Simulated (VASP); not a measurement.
# LiCl (P6_3/mmc) in VASP: relaxation of shape and atoms at fixed volume with PBE

Aim: the relaxation of shape and atoms at fixed volume of LiCl with PBE.

Everything below comes from runs of VASP 6.6.1. Logs are shortened: lines on timing, memory, paths and dates and some standing lists are left out, and cuts for length are marked.

**1. The cell of the first run**

The structure is hexagonal, space group P6_3/mmc (No. 194). The conventional cell has a = 3.657 Å, b = 3.657 Å, c = 12.140 Å, α = 90.00°, β = 90.00°, γ = 120.00°. Li (site symmetry 3m) has 6 Cl at 2.59 to 2.61 Å and 1 Li at 3.08 Å within 3.4 Å. Cl (site symmetry -6m2) has 6 Li at 2.61 Å within 3.4 Å. Cl (site symmetry -3m) has 6 Li at 2.59 Å within 3.4 Å.

**2. Relaxation of shape and atoms at fixed volume, PBE (volume scaled by 1.03)**

INCAR

```
SYSTEM = LiCl
PREC     = Accurate       ! precision mode
ENCUT    = 600            ! plane-wave cutoff, eV
EDIFF    = 1E-6           ! SCF threshold, eV
ISMEAR   = 0              ! smearing method
SIGMA    = 0.02           ! smearing width, eV
LREAL    = .False.        ! projectors in reciprocal space
LASPH    = .True.         ! aspherical terms in the spheres
NELM     = 60             ! most SCF steps
ALGO     = Normal         ! electronic algorithm
ISIF     = 4              ! what is computed and relaxed
LWAVE    = .False.        ! write WAVECAR
LCHARG   = .False.        ! write CHGCAR
GGA      = PE             ! functional
IBRION   = 2              ! ionic algorithm
NSW      = 50             ! ionic steps
EDIFFG   = -0.01          ! ionic threshold
```

KPOINTS

```
Automatic mesh
0
Gamma
  6 6 2
  0 0 0
```

POSCAR

```
LiCl
1.0
    3.6571254247      0.0000000000      0.0000000000
   -1.8285627123      3.1671635226      0.0000000000
    0.0000000000      0.0000000000     12.1397052093
Li Cl
4 4
Direct
    0.3333333333      0.6666666667      0.8767234304
    0.6666666667      0.3333333333      0.1232765696
    0.6666666667      0.3333333333      0.3767234304
    0.3333333333      0.6666666667      0.6232765696
    0.6666666667      0.3333333333      0.7500000000
    0.0000000000      0.0000000000      0.0000000000
    0.3333333333      0.6666666667      0.2500000000
    0.0000000000      0.0000000000      0.5000000000
```

Potentials or basis: VASP PAW PBE potentials, release 64 (Li_sv, Cl).

Command:

```console
$ cat potpaw_PBE.64/Li_sv/POTCAR potpaw_PBE.64/Cl/POTCAR > POTCAR
$ mpirun -np 1 vasp_std > vasp.out
```

OUTCAR:

```text
SYSTEM = LiCl
   PREC = Accurate
   ENCUT = 600
   EDIFF = 1E-6
   ISMEAR = 0
   LREAL = .False.
   LASPH = .True.
   NELM = 60
   ISIF = 4
   GGA = PE
   IBRION = 2
   NSW = 50
   EDIFFG = -0.01

 ion  position               nearest neighbor table
   1  0.333  0.667  0.877-   6 2.59   6 2.59   6 2.59   5 2.61   5 2.61   5 2.61
   2  0.667  0.333  0.123-   6 2.59   6 2.59   6 2.59   7 2.61   7 2.61   7 2.61
   3  0.667  0.333  0.377-   8 2.59   8 2.59   8 2.59   7 2.61   7 2.61   7 2.61
   4  0.333  0.667  0.623-   8 2.59   8 2.59   8 2.59   5 2.61   5 2.61   5 2.61
   5  0.667  0.333  0.750-   1 2.61   4 2.61   1 2.61   4 2.61   1 2.61   4 2.61
   6  0.000  0.000  0.000-   1 2.59   2 2.59   1 2.59   2 2.59   2 2.59   1 2.59
   7  0.333  0.667  0.250-   2 2.61   3 2.61   2 2.61   3 2.61   2 2.61   3 2.61
   8  0.000  0.000  0.500-   3 2.59   4 2.59   4 2.59   3 2.59   3 2.59   4 2.59

  LATTYP: Found a hexagonal cell.
 ALAT       =     3.6571254247
 C/A-ratio  =     3.3194664660

  Lattice vectors:

 A1 = (   3.6571254247,   0.0000000000,   0.0000000000)
 A2 = (  -1.8285627123,   3.1671635226,   0.0000000000)
 A3 = (   0.0000000000,   0.0000000000,  12.1397052093)

Analysis of symmetry for initial positions (statically):
=====================================================================
 Subroutine PRICEL returns:
 Original cell was already a primitive cell.

 Routine SETGRP: Setting up the symmetry group for a
 hexagonal supercell.

 Subroutine GETGRP returns: Found 24 space group operations
 (whereof 12 operations were pure point group operations)
 out of a pool of 24 trial point group operations.

The static configuration has the point symmetry D_3d.
 The point group associated with its full space group is D_6h.

Analysis of symmetry for dynamics (positions and initial velocities):
=====================================================================
 Subroutine PRICEL returns:
 Original cell was already a primitive cell.

 Routine SETGRP: Setting up the symmetry group for a
 hexagonal supercell.

 Subroutine GETGRP returns: Found 24 space group operations
 (whereof 12 operations were pure point group operations)
 out of a pool of 24 trial point group operations.

The dynamic configuration has the point symmetry D_3d.
 The point group associated with its full space group is D_6h.

[... 102 lines left out ...]
   NSW    =     50    number of steps for IOM
   IBRION =      2    ionic relax: 0-MD 1-quasi-New 2-CG
   NFREE  =      1    steps in history (QN), initial steepest desc. (CG)
   ISIF   =      4    stress and relaxation
   ISYM   =      2    0-nonsym 1-usesym 2-fastsym
   POTIM  = 0.5000    time-step for ionic-motion
   TEBEG  =    0.0;   TEEND  =   0.0 temperature during run
   PSTRESS=    0.0 pullay stress
   NELECT =      40.0000    total number of electrons
   NUPDOWN=      -1.0000    fix difference up-down
   EMIN   =  10.00;   EMAX   =-10.00  energy-range for DOS
   EFERMI =   0.00;   METHOD = LEGACY
   ISMEAR =     0;   SIGMA  =   0.02  broadening in eV -4-tet -1-fermi 0-gaus
   EFERMI_NEDOS =   21; number of points for ismear=-14 and -15
   IALGO  =     38    algorithm
   IMIX   =      4    mixing-type and parameters
     AMIX     =   0.40;   BMIX     =  1.00
     AMIX_MAG =   1.60;   BMIX_MAG =  1.00
  volume/ion in A,a.u.               =      17.58       118.61
  Fermi-wavevector in a.u.,A,eV,Ry     =   1.076685  2.034640 15.772562  1.159251
  Thomas-Fermi vector in A             =   2.212576
   LORBIT       =      0    0 simple, 1 ext, 2 COOP (PROOUT), +10 PAW based schemes
   GGA     = PE    functional components
   LHFCALC =     F    Hartree Fock is set to
   AEXX    =    0.0000 exact exchange contribution
   IVDW    =     0    specifies the selected vdW correction
   LEPSILON=     F    determine dielectric tensor
   LRPA    =     F    only Hartree local field effects (RPA)
 conjugate gradient relaxation of ions
 non-spin polarized calculation
 Gauss-broadening in eV      SIGMA  =   0.02
  energy-cutoff  :      600.00
  volume of cell :      140.61
 maximum number of plane-waves:      4764
 NGX is ok and might be reduce to    30
   NGX = 15   NGY = 15   NGZ = 49

 number of electron      40.0000012 magnetization

 Free energy of the ion-electron system (eV)
  ---------------------------------------------------
  ext. energy  EPLUGINS =         0.00000000
  ---------------------------------------------------
  free energy    TOTEN  =       -29.47065789 eV

  energy without entropy =      -29.47065789  energy(sigma->0) =      -29.47065789

 E-fermi :   0.4227     XC(G=0):  -8.5532

 val. band max:        0.3237326700   @ k =   0.0000   0.0000   0.0000
 cond. band min:       6.3870550767   @ k =   0.0000   0.0000   0.0000
 fundamental gap:      6.0633224067
 Fermi energy:         0.4227382227

 k-point     1 :       0.0000    0.0000    0.0000
  band No.  band energies     occupation
      1     -43.3347      2.00000
      2     -43.3335      2.00000
      3     -43.3318      2.00000
      4     -43.3306      2.00000
      5     -12.9931      2.00000
      6     -12.8200      2.00000
[... 381 lines left out ...]
     24       8.6563      0.00000
     25      10.1736      0.00000

------------------------ aborting loop because EDIFF is reached ----------------------------------------

  FORCE on cell =-STRESS in cart. coord.  units (eV):
  Direction    XX          YY          ZZ          XY          YZ          ZX
  --------------------------------------------------------------------------------------
  -------------------------------------------------------------------------------------
  Total       -0.8602976     -0.8602976     -0.8427247     -0.0000000      0.0000000      0.0000000
  in kB       -9.8025896     -9.8025896     -9.6023566     -0.0000000      0.0000000      0.0000000
  external PRESSURE =      -9.7358453 kB  Pullay stress =       0.0000000 kB

 VOLUME and BASIS-vectors are now :
 -----------------------------------------------------------------------------
  energy-cutoff  :      600.00
  volume of cell :      140.61
      direct lattice vectors                 reciprocal lattice vectors
     3.657125425  0.000000000  0.000000000     0.273438803  0.157869967  0.000000000
    -1.828562712  3.167163523  0.000000000     0.000000000  0.315739933  0.000000000
     0.000000000  0.000000000 12.139705209     0.000000000  0.000000000  0.082374323

 POSITION                                       TOTAL-FORCE (eV/Angst)
 -----------------------------------------------------------------------------------
     -0.00000      2.11144     10.64316         0.000000      0.000000      0.002394
      1.82856      1.05572      1.49654        -0.000000     -0.000000     -0.002394
      1.82856      1.05572      4.57331         0.000000     -0.000000      0.002394
     -0.00000      2.11144      7.56639        -0.000000      0.000000     -0.002394
      1.82856      1.05572      9.10478        -0.000000      0.000000      0.000000
      0.00000      0.00000      0.00000         0.000000      0.000000      0.000000
     -0.00000      2.11144      3.03493         0.000000      0.000000      0.000000
      0.00000      0.00000      6.06985         0.000000      0.000000      0.000000
 -----------------------------------------------------------------------------------
    total drift:                               -0.000000      0.000000     -0.000000

  FREE ENERGIE OF THE ION-ELECTRON SYSTEM (eV)
  ---------------------------------------------------
  free  energy   TOTEN  =       -29.4706578924 eV

  energy  without entropy=      -29.4706578924  energy(sigma->0) =      -29.47065789

 reached required accuracy - stopping structural energy minimisation
```

OSZICAR:

```text
N       E                     dE             d eps       ncg     rms          rms(c)
DAV:   1     0.324183675115E+03    0.32418E+03   -0.19037E+04   700   0.172E+03
DAV:   2     0.572283434531E+01   -0.31846E+03   -0.31151E+03   991   0.369E+02
DAV:   3    -0.248236807322E+02   -0.30547E+02   -0.30493E+02   979   0.994E+01
DAV:   4    -0.294378462953E+02   -0.46142E+01   -0.46037E+01  1288   0.295E+01
DAV:   5    -0.297374758753E+02   -0.29963E+00   -0.29961E+00  1072   0.682E+00    0.472E+00
DAV:   6    -0.294448954907E+02    0.29258E+00   -0.80701E-01   952   0.406E+00    0.353E+00
DAV:   7    -0.294536988074E+02   -0.88033E-02   -0.32393E-01  1151   0.242E+00    0.176E+00
DAV:   8    -0.294693639243E+02   -0.15665E-01   -0.38180E-02  1039   0.118E+00    0.173E-01
DAV:   9    -0.294699325942E+02   -0.56867E-03   -0.22869E-03  1056   0.265E-01    0.860E-02
DAV:  10    -0.294706265874E+02   -0.69399E-03   -0.76953E-04   926   0.183E-01    0.149E-02
DAV:  11    -0.294706573411E+02   -0.30754E-04   -0.49159E-05  1096   0.427E-02    0.400E-03
DAV:  12    -0.294706578924E+02   -0.55134E-06   -0.22652E-06   832   0.921E-03
   1 F= -.29470658E+02 E0= -.29470658E+02  d E =-.294707E+02
```

CONTCAR:

```text
LiCl
   1.00000000000000
     3.6571254246999998    0.0000000000000000    0.0000000000000000
    -1.8285627122999999    3.1671635226000001    0.0000000000000000
     0.0000000000000000    0.0000000000000000   12.1397052093000006
  Li              Cl
     4     4
Direct
     0.3333333332999970    0.6666666667000030    0.8767234303999984
     0.6666666667000030    0.3333333332999970    0.1232765696000016
     0.6666666667000030    0.3333333332999970    0.3767234303999984
     0.3333333332999970    0.6666666667000030    0.6232765696000016
     0.6666666667000030    0.3333333332999970    0.7500000000000000
     0.0000000000000000    0.0000000000000000    0.0000000000000000
     0.3333333332999970    0.6666666667000030    0.2500000000000000
     0.0000000000000000    0.0000000000000000    0.5000000000000000

  0.00000000E+00  0.00000000E+00  0.00000000E+00
  0.00000000E+00  0.00000000E+00  0.00000000E+00
  0.00000000E+00  0.00000000E+00  0.00000000E+00
  0.00000000E+00  0.00000000E+00  0.00000000E+00
  0.00000000E+00  0.00000000E+00  0.00000000E+00
  0.00000000E+00  0.00000000E+00  0.00000000E+00
  0.00000000E+00  0.00000000E+00  0.00000000E+00
  0.00000000E+00  0.00000000E+00  0.00000000E+00
```

Run time: 79 s. Hardware: 1 thread of Intel Xeon Platinum 8488C (Sapphire Rapids), shared host; peak memory 0.28 GiB.

What came out:

- Free energy: -29.4707 eV
- Pressure after relaxing: -1.0 GPa
- Band gap on the k mesh: 6.06 eV, direct

Forces on the atoms (eV/Å):
```
Li   0.000  0.000  0.002
Li   0.000  0.000 -0.002
Li   0.000  0.000  0.002
Li   0.000  0.000 -0.002
Cl   0.000  0.000  0.000
Cl   0.000  0.000  0.000
Cl   0.000  0.000  0.000
Cl   0.000  0.000  0.000
```

Final structure:
```
Li Cl
1.0
     3.65713    0.00000    0.00000
    -1.82856    3.16716    0.00000
     0.00000    0.00000   12.13971
Li Cl
4 4
Direct
  0.33333 0.66667 0.87672
  0.66667 0.33333 0.12328
  0.66667 0.33333 0.37672
  0.33333 0.66667 0.62328
  0.66667 0.33333 0.75000
  0.00000 0.00000 0.00000
  0.33333 0.66667 0.25000
  0.00000 0.00000 0.50000
```

Levels at points of the mesh, in eV from the valence-band top:
```
           k point  band 17  band 18  band 19  band 20  band 21  band 22  band 23  band 24
(0.00, 0.00, 0.00)    -0.06    -0.06     0.00     0.00     6.06     6.68     7.00     7.00
(0.50, 0.00, 0.00)    -0.77    -0.60    -0.43    -0.27     6.75     7.39     8.12     8.13
(0.00, 0.00, 0.50)    -0.03    -0.03    -0.03    -0.03     6.51     6.51     6.83     6.83
(0.50, 0.00, 0.50)    -0.67    -0.67    -0.39    -0.39     7.18     7.18     8.06     8.06
```

Caveat: the cutoff is under 1.25 times the usual one of these potentials, so pressure, stress and relaxed cells hold a basis-set (Pulay) error; the relaxation stopped at its first step, so nothing moved. A k mesh can miss the band edges.
